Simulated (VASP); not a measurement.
# Cu3N (Pm-3m) in VASP: single point with LDA

Aim: the single point of Cu3N with LDA.

Program: VASP 6.6.1. These are calculated values, not measurements. Logs are shortened: lines on timing, memory, paths and dates and some standing lists are left out, and cuts for length are marked.

### 1 The cell of the first run

It takes space group Pm-3m (No. 221, cubic). Conventional cell: a = 3.721 Å, b = 3.721 Å, c = 3.721 Å, α = 90.00°, β = 90.00°, γ = 90.00°. Cu (site symmetry 4/mmm) has 2 N at 1.86 Å within 2.5 Å. Within 2.5 Å of N (site symmetry m-3m) lie 6 Cu at 1.86 Å.

### 2 Single point, LDA

The input, INCAR:

```
SYSTEM = Cu3N
PREC = Accurate ; ENCUT = 820
EDIFF = 1E-6 ; ISMEAR = -1
SIGMA = 0.02 ; LREAL = .False.
LASPH = .True. ; NELM = 120
ALGO = Normal ; ISIF = 2
LWAVE = .False. ; LCHARG = .True.
GGA = CA ; LELF = .True.
LVHAR = .True. ; NBANDS = 39
GGA_COMPAT = .False.
```

The input, KPOINTS:

```
Automatic mesh
0
Gamma
  6 6 6
  0 0 0
```

The input, POSCAR:

```
Cu3N
1.0
    3.7214852014      0.0000000000      0.0000000000
    0.0000000000      3.7214852014      0.0000000000
    0.0000000000      0.0000000000      3.7214852014
Cu N
3 1
Direct
    0.5000000000      0.0000000000      0.0000000000
    0.0000000000      0.5000000000      0.0000000000
    0.0000000000      0.0000000000      0.5000000000
    0.0000000000      0.0000000000      0.0000000000
```

Potentials or basis: VASP PAW LDA potentials, release 64 (Cu_sv_GW, N).

Command:

```
cat potpaw_LDA.64/Cu_sv_GW/POTCAR potpaw_LDA.64/N/POTCAR > POTCAR
mpirun -np 1 vasp_std > vasp.out
```

OUTCAR:

```text
SYSTEM = Cu3N
   PREC = Accurate
   ENCUT = 820
   EDIFF = 1E-6
   ISMEAR = -1
   LREAL = .False.
   LASPH = .True.
   NELM = 120
   ISIF = 2
   GGA = CA

 ion  position               nearest neighbor table
   1  0.500  0.000  0.000-   4 1.86   4 1.86   2 2.63   3 2.63   2 2.63   2 2.63   3 2.63   3 2.63
                             3 2.63   2 2.63
   2  0.000  0.500  0.000-   4 1.86   4 1.86   1 2.63   3 2.63   1 2.63   3 2.63   3 2.63   3 2.63
                             1 2.63   1 2.63
   3  0.000  0.000  0.500-   4 1.86   4 1.86   1 2.63   1 2.63   2 2.63   2 2.63   2 2.63   2 2.63
                             1 2.63   1 2.63
   4  0.000  0.000  0.000-   1 1.86   2 1.86   3 1.86   3 1.86   2 1.86   1 1.86

  LATTYP: Found a simple cubic cell.
 ALAT       =     3.7214852014

  Lattice vectors:

 A1 = (   3.7214852014,   0.0000000000,   0.0000000000)
 A2 = (   0.0000000000,   3.7214852014,   0.0000000000)
 A3 = (   0.0000000000,   0.0000000000,   3.7214852014)

Analysis of symmetry for initial positions (statically):
=====================================================================
 Subroutine PRICEL returns:
 Original cell was already a primitive cell.

 Routine SETGRP: Setting up the symmetry group for a
 simple cubic supercell.

 Subroutine GETGRP returns: Found 48 space group operations
 (whereof 48 operations were pure point group operations)
 out of a pool of 48 trial point group operations.

The static configuration has the point symmetry O_h .

Analysis of symmetry for dynamics (positions and initial velocities):
=====================================================================
 Subroutine PRICEL returns:
 Original cell was already a primitive cell.

 Routine SETGRP: Setting up the symmetry group for a
 simple cubic supercell.

 Subroutine GETGRP returns: Found 48 space group operations
 (whereof 48 operations were pure point group operations)
 out of a pool of 48 trial point group operations.

The dynamic configuration has the point symmetry O_h .

 Subroutine INISYM returns: Found 48 space group operations
 (whereof 48 operations are pure point group operations),
 and found     1 'primitive' translations

----------------------------------------------------------------------------------------

                                     Primitive cell

  volume of cell :      51.5405

  direct lattice vectors                    reciprocal lattice vectors
     3.721485201  0.000000000  0.000000000     0.268709922  0.000000000  0.000000000
     0.000000000  3.721485201  0.000000000     0.000000000  0.268709922  0.000000000
     0.000000000  0.000000000  3.721485201     0.000000000  0.000000000  0.268709922

  length of vectors
     3.721485201  3.721485201  3.721485201     0.268709922  0.268709922  0.268709922

  position of ions in fractional coordinates (direct lattice)
     0.500000000  0.000000000  0.000000000
     0.000000000  0.500000000  0.000000000
     0.000000000  0.000000000  0.500000000
     0.000000000  0.000000000  0.000000000

  ion indices of the primitive-cell ions
   primitive index   ion index
                 1           1
                 2           2
                 3           3
                 4           4

----------------------------------------------------------------------------------------

 KPOINTS: Automatic mesh

Automatic generation of k-mesh.
 Grid dimensions read from file:
 generate k-points for:    6    6    6

 Generating k-lattice:

  Cartesian coordinates                     Fractional coordinates (reciprocal lattice)
     0.044784987  0.000000000  0.000000000     0.166666667  0.000000000  0.000000000
     0.000000000  0.044784987  0.000000000     0.000000000  0.166666667  0.000000000
     0.000000000  0.000000000  0.044784987     0.000000000  0.000000000  0.166666667

  Length of vectors
     0.044784987  0.044784987  0.044784987

  Shift w.r.t. Gamma in fractional coordinates (k-lattice)
     0.000000000  0.000000000  0.000000000

 Subroutine IBZKPT returns following result:
 ===========================================

 Found     20 irreducible k-points:

 Following reciprocal coordinates:
            Coordinates               Weight
  0.000000  0.000000  0.000000      1.000000
  0.166667  0.000000  0.000000      6.000000
  0.333333  0.000000  0.000000      6.000000
  0.500000  0.000000  0.000000      3.000000
  0.166667  0.166667  0.000000     12.000000
  0.333333  0.166667  0.000000     24.000000
[... 12 lines left out ...]
  0.500000  0.500000  0.333333      6.000000
  0.500000  0.500000  0.500000      1.000000
   k-points           NKPTS =     20   k-points in BZ     NKDIM =     20   number of bands    NBANDS=     39
   number of dos      NEDOS =    301   number of ions     NIONS =      4
   total plane-waves  NPLWV =  46656
   dimension x,y,z NGX =    36 NGY =   36 NGZ =   36
   dimension x,y,z NGXF=    72 NGYF=   72 NGZF=   72
   ions per type =               3   1
   NGX,Y,Z   is equivalent  to a cutoff of  16.08, 16.08, 16.08 a.u.
   NGXF,Y,Z  is equivalent  to a cutoff of  32.16, 32.16, 32.16 a.u.
 SYSTEM =  Cu3N
   PREC   = accura    normal or accurate (medium, high low for compatibility)
   ISTART =      0    job   : 0-new  1-cont  2-samecut
   ICHARG =      2    charge: 1-file 2-atom 10-const
   ISPIN  =      1    spin polarized calculation?
   LNONCOLLINEAR =      F non collinear calculations
   LSORBIT =      F    spin-orbit coupling
   LASPH  =      T    aspherical Exc in radial PAW
   ENCUT  =  820.0 eV  60.27 Ry    7.76 a.u.   8.69  8.69  8.69*2*pi/ulx,y,z
   NELM   =    120;   NELMIN=  2; NELMDL= -5     # of ELM steps
   EDIFF  = 0.1E-05   stopping-criterion for ELM
   LREAL  =      F    real-space projection
   EDIFFG = 0.1E-04   stopping-criterion for IOM
   NSW    =      0    number of steps for IOM
   IBRION =     -1    ionic relax: 0-MD 1-quasi-New 2-CG
   NFREE  =      0    steps in history (QN), initial steepest desc. (CG)
   ISIF   =      2    stress and relaxation
   ISYM   =      2    0-nonsym 1-usesym 2-fastsym
   POTIM  = 0.5000    time-step for ionic-motion
   TEBEG  =    0.0;   TEEND  =   0.0 temperature during run
   PSTRESS=    0.0 pullay stress
   NELECT =      62.0000    total number of electrons
   NUPDOWN=      -1.0000    fix difference up-down
   EMIN   =  10.00;   EMAX   =-10.00  energy-range for DOS
   EFERMI =   0.00;   METHOD = LEGACY
   ISMEAR =    -1;   SIGMA  =   0.02  broadening in eV -4-tet -1-fermi 0-gaus
   EFERMI_NEDOS =   21; number of points for ismear=-14 and -15
   IALGO  =     38    algorithm
   IMIX   =      4    mixing-type and parameters
     AMIX     =   0.40;   BMIX     =  1.00
     AMIX_MAG =   1.60;   BMIX_MAG =  1.00
  volume/ion in A,a.u.               =      12.89        86.95
  Fermi-wavevector in a.u.,A,eV,Ry     =   1.741095  3.290192 41.244854  3.031411
  Thomas-Fermi vector in A             =   2.813618
   LORBIT       =      0    0 simple, 1 ext, 2 COOP (PROOUT), +10 PAW based schemes
   GGA     = CA    functional components
   LHFCALC =     F    Hartree Fock is set to
   AEXX    =    0.0000 exact exchange contribution
   IVDW    =     0    specifies the selected vdW correction
   LEPSILON=     F    determine dielectric tensor
   LRPA    =     F    only Hartree local field effects (RPA)
 non-spin polarized calculation
  energy-cutoff  :      820.00
  volume of cell :       51.54
 maximum number of plane-waves:      2800
 NGX is ok and might be reduce to    36
   NGX = 17   NGY = 17   NGZ = 17

 number of electron      62.0000045 magnetization

 Free energy of the ion-electron system (eV)
  ---------------------------------------------------
  ext. energy  EPLUGINS =         0.00000000
  ---------------------------------------------------
  free energy    TOTEN  =       -22.59664812 eV

  energy without entropy =      -22.59594819  energy(sigma->0) =      -22.59629816

 E-fermi :   5.3479     XC(G=0): -12.0546

 val. band max:        5.3244190944   @ k =   0.5000   0.5000   0.0000
 cond. band min:       5.3742699054   @ k =   0.5000   0.5000   0.5000
 fundamental gap:      0.0498508110
 Fermi energy:         5.3479486742

 k-point     1 :       0.0000    0.0000    0.0000
  band No.  band energies     occupation
      1    -106.4208      2.00000
      2    -106.4106      2.00000
      3    -106.4106      2.00000
      4     -64.6099      2.00000
      5     -64.6099      2.00000
      6     -64.6099      2.00000
[... 31 lines left out ...]
     38      17.9606      0.00000
     39      18.3488      0.00000

 k-point     2 :       0.1667    0.0000    0.0000
  band No.  band energies     occupation
      1    -106.4202      2.00000
      2    -106.4111      2.00000
      3    -106.4105      2.00000
      4     -64.6096      2.00000
      5     -64.6096      2.00000
      6     -64.6092      2.00000
[... 31 lines left out ...]
     38      16.5370      0.00000
     39      16.8652      0.00000

 k-point     3 :       0.3333    0.0000    0.0000
  band No.  band energies     occupation
      1    -106.4185      2.00000
      2    -106.4127      2.00000
      3    -106.4105      2.00000
      4     -64.6089      2.00000
      5     -64.6089      2.00000
      6     -64.6081      2.00000
[... 31 lines left out ...]
     38      15.4346      0.00000
     39      15.5567      0.00000

 k-point     4 :       0.5000    0.0000    0.0000
  band No.  band energies     occupation
      1    -106.4172      2.00000
      2    -106.4139      2.00000
      3    -106.4107      2.00000
      4     -64.6086      2.00000
      5     -64.6086      2.00000
      6     -64.6075      2.00000
[... 31 lines left out ...]
     38      14.8246      0.00000
     39      14.8247      0.00000
[... 586 lines left out ...]
     38      13.8594      0.00000
     39      18.6037      0.00000

 k-point    19 :       0.5000    0.5000    0.3333
  band No.  band energies     occupation
      1    -106.4138      2.00000
      2    -106.4138      2.00000
      3    -106.4138      2.00000
      4     -64.6564      2.00000
      5     -64.5852      2.00000
      6     -64.5806      2.00000
[... 31 lines left out ...]
     38      13.7296      0.00000
     39      17.7766      0.00000

 k-point    20 :       0.5000    0.5000    0.5000
  band No.  band energies     occupation
      1    -106.4140      2.00000
      2    -106.4140      2.00000
      3    -106.4140      2.00000
      4     -64.6614      2.00000
      5     -64.5808      2.00000
      6     -64.5808      2.00000
[... 31 lines left out ...]
     38      13.7874      0.00000
     39      16.6615      0.00000

------------------------ aborting loop because EDIFF is reached ----------------------------------------

  FORCE on cell =-STRESS in cart. coord.  units (eV):
  Direction    XX          YY          ZZ          XY          YZ          ZX
  --------------------------------------------------------------------------------------
  -------------------------------------------------------------------------------------
  Total       -0.0752857     -0.0752857     -0.0752857      0.0000000     -0.0000000      0.0000000
  in kB       -2.3403153     -2.3403153     -2.3403153      0.0000000     -0.0000000      0.0000000
  external PRESSURE =      -2.3403153 kB  Pullay stress =       0.0000000 kB

 VOLUME and BASIS-vectors are now :
 -----------------------------------------------------------------------------
  energy-cutoff  :      820.00
  volume of cell :       51.54
      direct lattice vectors                 reciprocal lattice vectors
     3.721485201  0.000000000  0.000000000     0.268709922  0.000000000  0.000000000
     0.000000000  3.721485201  0.000000000     0.000000000  0.268709922  0.000000000
     0.000000000  0.000000000  3.721485201     0.000000000  0.000000000  0.268709922

 POSITION                                       TOTAL-FORCE (eV/Angst)
 -----------------------------------------------------------------------------------
      1.86074      0.00000      0.00000         0.000000      0.000000      0.000000
      0.00000      1.86074      0.00000         0.000000      0.000000      0.000000
      0.00000      0.00000      1.86074         0.000000      0.000000      0.000000
      0.00000      0.00000      0.00000         0.000000      0.000000      0.000000
 -----------------------------------------------------------------------------------
    total drift:                                0.000000      0.000000     -0.000000

  FREE ENERGIE OF THE ION-ELECTRON SYSTEM (eV)
  ---------------------------------------------------
  free  energy   TOTEN  =       -22.5966481248 eV

  energy  without entropy=      -22.5959481912  energy(sigma->0) =      -22.59629816
```

Wall time 92 s (1 thread of Intel Xeon Platinum 8375C at 2.90GHz (Ice Lake), shared host); peak memory 0.21 GiB.

Results:

| Property | Result |
| --- | --- |
| Free energy | -22.5966 eV |
| Pressure | -0.2 GPa |
| Band gap on the k mesh | zero (bands 31 and 32 overlap by 0.05 eV) |

Caveat: semilocal functionals underestimate gaps, and a narrow one can read as zero. With open d or f shells a metallic result of LDA can be an artefact of self-interaction; +U or a hybrid may open a gap.

The gap in the log of VASP goes by the Fermi energy; the results here count the filled bands.